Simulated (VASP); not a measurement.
# Re (Fm-3m) in VASP: notebook

The runs below take Re through single point, with LDA.

Program: VASP 6.6.1. These are calculated values, not measurements. Logs are shortened: lines on timing, memory, paths and dates and some standing lists are left out, and cuts for length are marked.

## Step 1: The cell of the first run

The structure is cubic, space group Fm-3m (No. 225). Conventional cell: a = 3.963 Å, b = 3.963 Å, c = 3.963 Å, α = 90.00°, β = 90.00°, γ = 90.00°. Within 3.7 Å of Re (site symmetry m-3m) lie 12 Re at 2.80 Å.

## Step 2: Single point, LDA (volume scaled by 1.01)

The input, INCAR:

```
PREC     = Accurate       # precision mode
ENCUT    = 520            # plane-wave cutoff, eV
EDIFF    = 1E-6           # SCF threshold, eV
ISMEAR   = -1             # smearing method
SIGMA    = 0.03           # smearing width, eV
LREAL    = F              # projectors in reciprocal space
LASPH    = T              # aspherical terms in the spheres
NELM     = 100            # most SCF steps
ALGO     = Normal         # electronic algorithm
ISIF     = 2              # what is computed and relaxed
LWAVE    = F              # write WAVECAR
LCHARG   = F              # write CHGCAR
GGA      = CA             # functional
NBANDS   = 10             # bands
```

The input, KPOINTS:

```
Automatic mesh
0
Gamma
  14 14 14
```

The input, POSCAR:

```
Re
1.0
    0.0000000000      1.9815615100      1.9815615100
    1.9815615100      0.0000000000      1.9815615100
    1.9815615100      1.9815615100      0.0000000000
Re
1
Direct
    0.0000000000      0.0000000000      0.0000000000
```

Potentials or basis: VASP PAW LDA potentials, release 64 (Re).

Run with:

```console
cat potpaw_LDA.64/Re/POTCAR > POTCAR
mpirun -np 1 vasp_std > vasp.out
```

OUTCAR:

```text
PREC = Accurate
   ENCUT = 520
   EDIFF = 1E-6
   ISMEAR = -1
   LREAL = F
   LASPH = T
   NELM = 100
   ISIF = 2
   GGA = CA

 ion  position               nearest neighbor table
   1  0.000  0.000  0.000-

  LATTYP: Found a face centered cubic cell.
 ALAT       =     3.9631230200

  Lattice vectors:

 A1 = (   0.0000000000,   1.9815615100,   1.9815615100)
 A2 = (   1.9815615100,   0.0000000000,   1.9815615100)
 A3 = (   1.9815615100,   1.9815615100,   0.0000000000)

Analysis of symmetry for initial positions (statically):
=====================================================================
 Subroutine PRICEL returns:
 Original cell was already a primitive cell.

 Routine SETGRP: Setting up the symmetry group for a
 face centered cubic supercell.

 Subroutine GETGRP returns: Found 48 space group operations
 (whereof 48 operations were pure point group operations)
 out of a pool of 48 trial point group operations.

The static configuration has the point symmetry O_h .

Analysis of symmetry for dynamics (positions and initial velocities):
=====================================================================
 Subroutine PRICEL returns:
 Original cell was already a primitive cell.

 Routine SETGRP: Setting up the symmetry group for a
 face centered cubic supercell.

 Subroutine GETGRP returns: Found 48 space group operations
 (whereof 48 operations were pure point group operations)
 out of a pool of 48 trial point group operations.

The dynamic configuration has the point symmetry O_h .

 Subroutine INISYM returns: Found 48 space group operations
 (whereof 48 operations are pure point group operations),
 and found     1 'primitive' translations

----------------------------------------------------------------------------------------

                                     Primitive cell

  volume of cell :      15.5615

  direct lattice vectors                    reciprocal lattice vectors
     0.000000000  1.981561510  1.981561510    -0.252326258  0.252326258  0.252326258
     1.981561510  0.000000000  1.981561510     0.252326258 -0.252326258  0.252326258
     1.981561510  1.981561510  0.000000000     0.252326258  0.252326258 -0.252326258

  length of vectors
     2.802351162  2.802351162  2.802351162     0.437041898  0.437041898  0.437041898
[... 79 lines left out ...]
   EDIFF  = 0.1E-05   stopping-criterion for ELM
   LREAL  =      F    real-space projection
   EDIFFG = 0.1E-04   stopping-criterion for IOM
   NSW    =      0    number of steps for IOM
   IBRION =     -1    ionic relax: 0-MD 1-quasi-New 2-CG
   NFREE  =      0    steps in history (QN), initial steepest desc. (CG)
   ISIF   =      2    stress and relaxation
   ISYM   =      2    0-nonsym 1-usesym 2-fastsym
   POTIM  = 0.5000    time-step for ionic-motion
   TEBEG  =    0.0;   TEEND  =   0.0 temperature during run
   PSTRESS=    0.0 pullay stress
   NELECT =       7.0000    total number of electrons
   NUPDOWN=      -1.0000    fix difference up-down
   EMIN   =  10.00;   EMAX   =-10.00  energy-range for DOS
   EFERMI =   0.00;   METHOD = LEGACY
   ISMEAR =    -1;   SIGMA  =   0.03  broadening in eV -4-tet -1-fermi 0-gaus
   EFERMI_NEDOS =   21; number of points for ismear=-14 and -15
   IALGO  =     38    algorithm
   IMIX   =      4    mixing-type and parameters
     AMIX     =   0.40;   BMIX     =  1.00
     AMIX_MAG =   1.60;   BMIX_MAG =  1.00
  volume/ion in A,a.u.               =      15.56       105.01
  Fermi-wavevector in a.u.,A,eV,Ry     =   1.254363  2.370403 21.407773  1.573427
  Thomas-Fermi vector in A             =   2.388172
   LORBIT       =      0    0 simple, 1 ext, 2 COOP (PROOUT), +10 PAW based schemes
   GGA     = CA    functional components
   LHFCALC =     F    Hartree Fock is set to
   AEXX    =    0.0000 exact exchange contribution
   IVDW    =     0    specifies the selected vdW correction
   LEPSILON=     F    determine dielectric tensor
   LRPA    =     F    only Hartree local field effects (RPA)
 non-spin polarized calculation
  energy-cutoff  :      520.00
  volume of cell :       15.56
 maximum number of plane-waves:       444
 NGX is ok and might be reduce to    24
   NGX = 11   NGY = 11   NGZ = 11

 number of electron       7.0000000 magnetization

 Free energy of the ion-electron system (eV)
  ---------------------------------------------------
  ext. energy  EPLUGINS =         0.00000000
  ---------------------------------------------------
  free energy    TOTEN  =       -13.59205300 eV

  energy without entropy =      -13.58805566  energy(sigma->0) =      -13.59005433

 E-fermi :   7.3866     XC(G=0): -13.5416

 val. band max:        7.3520619507   @ k =  -0.2143   0.2857   0.0714
 cond. band min:       7.4052352341   @ k =  -0.1429   0.1429   0.0000
 fundamental gap:      0.0531732834
 Fermi energy:         7.3866178293

 k-point     1 :       0.0000    0.0000    0.0000
  band No.  band energies     occupation
      1      -2.2544      2.00000
      2       5.6284      2.00000
      3       5.6284      2.00000
      4       5.6284      2.00000
      5       8.5408      0.00000
      6       8.5408      0.00000
      7      21.3359      0.00000
      8      26.6290      0.00000
      9      26.6290      0.00000
     10      26.6290      0.00000
[... 287 lines left out ...]
 k-point    24 :       0.2857    0.1429    0.0000
  band No.  band energies     occupation
      1       0.4669      2.00000
      2       4.0784      2.00000
      3       5.8992      2.00000
      4       6.7813      2.00000
      5       8.1502      0.00000
      6       9.5756      0.00000
      7      22.4934      0.00000
      8      25.5124      0.00000
      9      27.5459      0.00000
     10      28.2217      0.00000

 [... further k-points ...]

------------------------ aborting loop because EDIFF is reached ----------------------------------------

  FORCE on cell =-STRESS in cart. coord.  units (eV):
  Direction    XX          YY          ZZ          XY          YZ          ZX
  --------------------------------------------------------------------------------------
  -------------------------------------------------------------------------------------
  Total       -2.5382048     -2.5382048     -2.5382048      0.0000000     -0.0000000      0.0000000
  in kB     -261.3271797   -261.3271797   -261.3271797      0.0000000     -0.0000000      0.0000000
  external PRESSURE =    -261.3271797 kB  Pullay stress =       0.0000000 kB

 VOLUME and BASIS-vectors are now :
 -----------------------------------------------------------------------------
  energy-cutoff  :      520.00
  volume of cell :       15.56
      direct lattice vectors                 reciprocal lattice vectors
     0.000000000  1.981561510  1.981561510    -0.252326258  0.252326258  0.252326258
     1.981561510  0.000000000  1.981561510     0.252326258 -0.252326258  0.252326258
     1.981561510  1.981561510  0.000000000     0.252326258  0.252326258 -0.252326258

 POSITION                                       TOTAL-FORCE (eV/Angst)
 -----------------------------------------------------------------------------------
      0.00000      0.00000      0.00000        -0.000000     -0.000000     -0.000000
 -----------------------------------------------------------------------------------
    total drift:                                0.000000      0.000000     -0.000000

  FREE ENERGIE OF THE ION-ELECTRON SYSTEM (eV)
  ---------------------------------------------------
  free  energy   TOTEN  =       -13.5920529967 eV

  energy  without entropy=      -13.5880556585  energy(sigma->0) =      -13.59005433
```

OSZICAR:

```text
N       E                     dE             d eps       ncg     rms          rms(c)
DAV:   1     0.117359280399E+02    0.11736E+02   -0.33608E+03  2704   0.630E+02
DAV:   2    -0.132758598714E+02   -0.25012E+02   -0.22012E+02  2772   0.140E+02
DAV:   3    -0.143865659517E+02   -0.11107E+01   -0.10185E+01  3292   0.426E+01
DAV:   4    -0.143904961972E+02   -0.39302E-02   -0.39288E-02  3244   0.141E+00
DAV:   5    -0.143905070265E+02   -0.10829E-04   -0.10829E-04  2858   0.480E-02    0.272E+01
DAV:   6    -0.137749180422E+02    0.61559E+00   -0.60040E-01  3314   0.117E+01    0.106E+01
DAV:   7    -0.135974444137E+02    0.17747E+00   -0.37562E-01  3314   0.876E+00    0.525E-01
DAV:   8    -0.135926974949E+02    0.47469E-02   -0.20023E-03  2796   0.290E-01    0.162E-01
DAV:   9    -0.135920516748E+02    0.64582E-03   -0.34058E-04  2878   0.104E-01    0.224E-02
DAV:  10    -0.135920530559E+02   -0.13811E-05   -0.14222E-05  2832   0.258E-02    0.887E-03
DAV:  11    -0.135920529967E+02    0.59259E-07   -0.75093E-08  1412   0.528E-03
   1 F= -.13592053E+02 E0= -.13590054E+02  d E =-.399734E-02
```

Run time: 22 s. Hardware: 1 thread of Intel Xeon 6975P-C, shared host; peak memory 0.14 GiB.

What came out:

```
Free energy : -13.5921 eV
Pressure    : -26.1 GPa
```

Caveat: spin-orbit coupling is left out, which moves the levels of the heavy elements.

## Step 3: Single point, LDA (volume scaled by 1.04)

The input, INCAR:

```
ALGO = Normal
EDIFF = 1E-6
ENCUT = 520
ISIF = 2
ISMEAR = -1
LASPH = True
LCHARG = False
LREAL = False
LWAVE = False
NBANDS = 10
NELM = 60
PREC = Accurate
SIGMA = 0.03
```

The input, KPOINTS:

```
k-points
0
Gamma
  14 14 14
```

The input, POSCAR:

```
Re
1.0
    0.0000000000      2.0009898225      2.0009898225
    2.0009898225      0.0000000000      2.0009898225
    2.0009898225      2.0009898225      0.0000000000
Re
1
Direct
    0.0000000000      0.0000000000      0.0000000000
```

Potentials or basis: VASP PAW LDA potentials, release 64 (Re).

Run with:

```console
cat potpaw_LDA.64/Re/POTCAR > POTCAR
mpirun -np 1 vasp_std > vasp.out
```

Run time: 23 s. Hardware: 1 thread of Intel Xeon 6975P-C, shared host; peak memory 0.14 GiB.

The run converged. Its results:

```
Free energy : -13.5056 eV
Pressure    : -33.9 GPa
```

Levels at points of the mesh, in eV from the Fermi level:
```csv
k point,band 1,band 2,band 3,band 4,band 5,band 6,band 7,band 8
"(0.00, 0.00, 0.00)",-9.43,-1.68,-1.68,-1.68,1.10,1.10,13.92,19.05
"(0.50, 0.00, 0.00)",-6.22,-1.86,-1.86,0.26,3.35,3.35,8.81,13.42
"(0.50, 0.50, 0.00)",-6.07,-5.27,2.61,3.29,4.01,4.01,11.57,11.69
```

Caveat: spin-orbit coupling is left out, which moves the levels of the heavy elements.
